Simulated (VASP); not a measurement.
The system is Al.

```
CELL_PARAMETERS angstrom
0.00000 2.03821 2.03821
2.03821 0.00000 2.03821
2.03821 2.03821 0.00000
ATOMIC_POSITIONS crystal
Al 0.00000 0.00000 0.00000
```

Base run:

| Quantity | Value |
| --- | --- |
| Program | VASP 6.6.1 |
| Functional | revPBE |
| Potentials or basis | VASP PAW PBE potentials, release 64 (Al) |
| Cutoff | 520 eV |
| k mesh | 11 × 11 × 11 |
| Occupations | fermi-dirac, width 0.05 eV |
| Spin | no spin polarisation |

Its results: pressure -1.0 GPa.

Q: The run is repeated on the same cell with these changes: functional from revPBE to SVWN5; further incar settings from ALGO = Fast; EDIFF = 1e-06; NBANDS = 8 to ALGO = Normal; EDIFF = 1e-07; NBANDS = 8. What comes out?

A: Pressure -4.7 GPa.

Caveats: the PAW data sets were made with another functional, which shifts forces and pressure a little.
